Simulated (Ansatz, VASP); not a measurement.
## One calculation of Te2Br3, two programs

```
Te Br
1.0
     4.86756    0.00000    0.00000
    -2.43378    4.21543    0.00000
     0.00000    0.00000    8.99295
Te Br
2 3
Direct
  0.33333 0.66667 0.18083
  0.66667 0.33333 0.81917
  0.00000 0.00000 0.00000
  0.33333 0.66667 0.71713
  0.66667 0.33333 0.28287
```

Alike in both runs: functional PBE; k mesh 6 × 6 × 2; occupations gaussian, width 0.1 eV; no spin polarisation.

Ansatz relaxed the structure, and its values are those at the end. VASP's run is a single point on that final structure, the one shown.

```csv
,VASP,Ansatz
version,VASP 6.6.1,Ansatz 0.2.0
potentials or method,"VASP PAW PBE potentials, release 64 (Te, Br), cutoff 520 eV","scalar-relativistic, plane waves, PAW"
valence electrons in the cell,33,53
```

|  | VASP | Ansatz | Ansatz less VASP |
| --- | --- | --- | --- |
| gap on the k mesh at the Fermi level (eV) | none | none | - |
| pressure (GPa) | -0.1 | -0.1 | +0.04 |
| rms of the force components (eV/Å) | 0.010 | 0.008 | -0.0021 |

A gap of «none» marks a metal or a gap that the smearing closes. With one functional, cell and mesh, what is left measures potentials, basis and numerics. VASP's potentials hold 33 valence electrons a cell and Ansatz's 53, so a difference there can come from the potentials and not from the codes.

Neither program's run includes spin-orbit coupling.
